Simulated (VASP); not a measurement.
# Si (P1) in VASP: single point with PBE

Aim: the single point of Si with PBE.

Program: VASP 6.6.1. These are calculated values, not measurements. Logs are shortened: lines on timing, memory, paths and dates and some standing lists are left out, and cuts for length are marked.

## (1) The cell of the first run

The typed cell holds 8 atoms: a = 5.424 Å, b = 5.426 Å, c = 5.387 Å, α = 89.18°, β = 88.78°, γ = 90.47°.

## (2) Single point, PBE (atoms moved at random and the cell strained at random)

File INCAR:

```
SYSTEM = Si
  ALGO = Normal
  EDIFF = 1E-7
  ENCUT = 520
  GGA = PE
  ISIF = 2
  ISMEAR = 0
  LASPH = .TRUE.
  LCHARG = .FALSE.
  LREAL = .FALSE.
  LWAVE = .FALSE.
  NBANDS = 26
  NELM = 80
  PREC = Accurate
  SIGMA = 0.05
```

File KPOINTS:

```
k-points
0
G
  6 6 6
  0 0 0
```

File POSCAR:

```
Si
1.0
    5.4233891216      0.0223138994     -0.0575757925
   -0.0223138994     -5.4254781251     -0.0388154521
    0.0575757925     -0.0388154521     -5.3870250654
Si
8
Direct
    0.4908812799      0.0055554145     -0.0091981982
   -0.0007479621      0.4896079486     -0.0041054983
    0.0041874418     -0.0005681417      0.4903739239
    0.4956596000      0.5029394860      0.5032971634
    0.7517604528      0.7423872331      0.7521241351
    0.2494416749      0.2499190474      0.7523920799
    0.2502450758      0.7546760212      0.2522204555
    0.7585724369      0.2554829908      0.2628959386
```

Potentials or basis: VASP PAW PBE potentials, release 64 (Si).

Run with:

```
cat potpaw_PBE.64/Si/POTCAR > POTCAR
mpirun -np 1 vasp_std > vasp.out
```

OUTCAR:

```text
SYSTEM = Si
   EDIFF = 1E-7
   ENCUT = 520
   GGA = PE
   ISIF = 2
   ISMEAR = 0
   LASPH = .TRUE.
   LREAL = .FALSE.
   NELM = 80
   PREC = Accurate

 ion  position               nearest neighbor table
   1  0.491  0.006  0.991-   6 2.27   7 2.32   5 2.39   8 2.49
   2  0.999  0.490  0.996-   8 2.29   6 2.29   5 2.34   7 2.44
   3  0.004  0.999  0.490-   7 2.28   8 2.29   5 2.37   6 2.39
   4  0.496  0.503  0.503-   6 2.30   5 2.35   8 2.35   7 2.35
   5  0.752  0.742  0.752-   2 2.34   4 2.35   3 2.37   1 2.39
   6  0.249  0.250  0.752-   1 2.27   2 2.29   4 2.30   3 2.39
   7  0.250  0.755  0.252-   3 2.28   1 2.32   4 2.35   2 2.44
   8  0.759  0.255  0.263-   2 2.29   3 2.29   4 2.35   1 2.49

  LATTYP: Found a triclinic cell.
 ALAT       =     5.3874725676
 B/A-ratio  =     1.4038091850
 C/A-ratio  =     1.7558103144
 COS(alpha) =     0.0037202567
 COS(beta)  =     0.5899441119
 COS(gamma) =     0.6970929806

  Lattice vectors:

 A1 = (  -0.0575757925,   0.0388154521,   5.3870250654)
 A2 = (   5.3658133291,   0.0611293515,   5.3294492729)
 A3 = (  -5.4586510147,   5.4419796778,   5.4834163100)

Analysis of symmetry for initial positions (statically):
=====================================================================
 Subroutine PRICEL returns:
 Original cell was already a primitive cell.

 Routine SETGRP: Setting up the symmetry group for a
 triclinic supercell.

 Subroutine GETGRP returns: Found  1 space group operations
 (whereof  1 operations were pure point group operations)
 out of a pool of  2 trial point group operations.

The static configuration has the point symmetry C_1 .

Analysis of symmetry for dynamics (positions and initial velocities):
=====================================================================
 Subroutine PRICEL returns:
 Original cell was already a primitive cell.

 Routine SETGRP: Setting up the symmetry group for a
 triclinic supercell.

 Subroutine GETGRP returns: Found  1 space group operations
 (whereof  1 operations were pure point group operations)
 out of a pool of  2 trial point group operations.

The dynamic configuration has the point symmetry C_1 .

 Subroutine INISYM returns: Found  1 space group operations
 (whereof  1 operations are pure point group operations),
[... 108 lines left out ...]
   EDIFF  = 0.1E-06   stopping-criterion for ELM
   LREAL  =      F    real-space projection
   EDIFFG = 0.1E-05   stopping-criterion for IOM
   NSW    =      0    number of steps for IOM
   IBRION =     -1    ionic relax: 0-MD 1-quasi-New 2-CG
   NFREE  =      0    steps in history (QN), initial steepest desc. (CG)
   ISIF   =      2    stress and relaxation
   ISYM   =      2    0-nonsym 1-usesym 2-fastsym
   POTIM  = 0.5000    time-step for ionic-motion
   TEBEG  =    0.0;   TEEND  =   0.0 temperature during run
   PSTRESS=    0.0 pullay stress
   NELECT =      32.0000    total number of electrons
   NUPDOWN=      -1.0000    fix difference up-down
   EMIN   =  10.00;   EMAX   =-10.00  energy-range for DOS
   EFERMI =   0.00;   METHOD = LEGACY
   ISMEAR =     0;   SIGMA  =   0.05  broadening in eV -4-tet -1-fermi 0-gaus
   EFERMI_NEDOS =   21; number of points for ismear=-14 and -15
   IALGO  =     38    algorithm
   IMIX   =      4    mixing-type and parameters
     AMIX     =   0.40;   BMIX     =  1.00
     AMIX_MAG =   1.60;   BMIX_MAG =  1.00
  volume/ion in A,a.u.               =      19.81       133.69
  Fermi-wavevector in a.u.,A,eV,Ry     =   0.960429  1.814948 12.550342  0.922424
  Thomas-Fermi vector in A             =   2.089713
   LORBIT       =      0    0 simple, 1 ext, 2 COOP (PROOUT), +10 PAW based schemes
   GGA     = PE    functional components
   LHFCALC =     F    Hartree Fock is set to
   AEXX    =    0.0000 exact exchange contribution
   IVDW    =     0    specifies the selected vdW correction
   LEPSILON=     F    determine dielectric tensor
   LRPA    =     F    only Hartree local field effects (RPA)
 non-spin polarized calculation
 Gauss-broadening in eV      SIGMA  =   0.05
  energy-cutoff  :      520.00
  volume of cell :      158.48
 maximum number of plane-waves:      4285
   NGX = 21   NGY = 21   NGZ = 21

 number of electron      32.0000001 magnetization

 Free energy of the ion-electron system (eV)
  ---------------------------------------------------
  ext. energy  EPLUGINS =         0.00000000
  ---------------------------------------------------
  free energy    TOTEN  =       -43.08479097 eV

  energy without entropy =      -43.08476511  energy(sigma->0) =      -43.08477804

 E-fermi :   6.2812     XC(G=0):  -9.4513

 val. band max:        6.2041040578   @ k =   0.0000   0.0000   0.0000
 cond. band min:       6.3657562556   @ k =   0.0000   0.0000   0.0000
 fundamental gap:      0.1616521978
 Fermi energy:         6.2811562708

 k-point     1 :       0.0000    0.0000    0.0000
  band No.  band energies     occupation
      1      -6.1161      2.00000
      2      -2.1768      2.00000
      3      -2.1422      2.00000
      4      -1.9853      2.00000
      5      -1.8657      2.00000
      6      -1.7355      2.00000
[... 685 lines left out ...]
     25      10.7667      0.00000
     26      10.8557      0.00000

 [... further k-points ...]

------------------------ aborting loop because EDIFF is reached ----------------------------------------

  FORCE on cell =-STRESS in cart. coord.  units (eV):
  Direction    XX          YY          ZZ          XY          YZ          ZX
  --------------------------------------------------------------------------------------
  -------------------------------------------------------------------------------------
  Total        3.2052081      3.1775153      3.7628011      1.1563254     -2.4146203      2.3891805
  in kB       32.4032319     32.1232700     38.0402494     11.6899366    -24.4107402     24.1535546
  external PRESSURE =      34.1889171 kB  Pullay stress =       0.0000000 kB

 VOLUME and BASIS-vectors are now :
 -----------------------------------------------------------------------------
  energy-cutoff  :      520.00
  volume of cell :      158.48
      direct lattice vectors                 reciprocal lattice vectors
     5.423389122  0.022313899 -0.057575793     0.184410710 -0.000772585  0.001976523
    -0.022313899 -5.425478125 -0.038815452     0.000772585 -0.184328291  0.001336409
     0.057575793 -0.038815452 -5.387025065    -0.001976523  0.001336409 -0.185661968

 POSITION                                       TOTAL-FORCE (eV/Angst)
 -----------------------------------------------------------------------------------
      2.71916     -0.05765     -5.36595         1.375957      0.182357     -0.866723
      5.46575     -2.67272     -5.44145         0.281195     -0.973223     -0.558896
      0.02864     -5.44134     -2.68069        -0.169041      0.016540     -1.099519
      2.70591     -2.73716     -2.75933         0.391086     -0.211768      0.136735
      4.10383     -4.04023     -4.12381        -0.220296     -0.531873      0.126143
      1.39056     -1.37957     -4.07722        -0.410666      0.273862      0.718254
      1.35486     -4.09868     -1.40242        -0.022477      0.744092      0.773731
      4.12347     -1.37940     -1.46982        -1.225757      0.500012      0.770275
 -----------------------------------------------------------------------------------
    total drift:                               -0.000000      0.000081      0.000130

  FREE ENERGIE OF THE ION-ELECTRON SYSTEM (eV)
  ---------------------------------------------------
  free  energy   TOTEN  =       -43.0847909740 eV

  energy  without entropy=      -43.0847651123  energy(sigma->0) =      -43.08477804
```

It took 11 min on 1 thread of Intel Xeon 8259CL, shared host; peak memory 0.44 GiB.

What came out:

- Free energy: -43.0848 eV
- Pressure: 3.4 GPa
- Largest force: 1.636 eV/Å
- Band gap on the k mesh: 0.16 eV

Forces on the atoms (eV/Å):
```
Si   1.376  0.182 -0.867
Si   0.281 -0.973 -0.559
Si  -0.169  0.017 -1.100
Si   0.391 -0.212  0.137
Si  -0.220 -0.532  0.126
Si  -0.411  0.274  0.718
Si  -0.022  0.744  0.774
Si  -1.226  0.500  0.770
```

Caveat: the cell differs from its parent crystal (atoms moved at random and the cell strained at random); the cell stands under pressure; forces of over 1 eV/Å act on the atoms, so gaps and moduli don't describe the material at rest. A k mesh can miss the band edges.
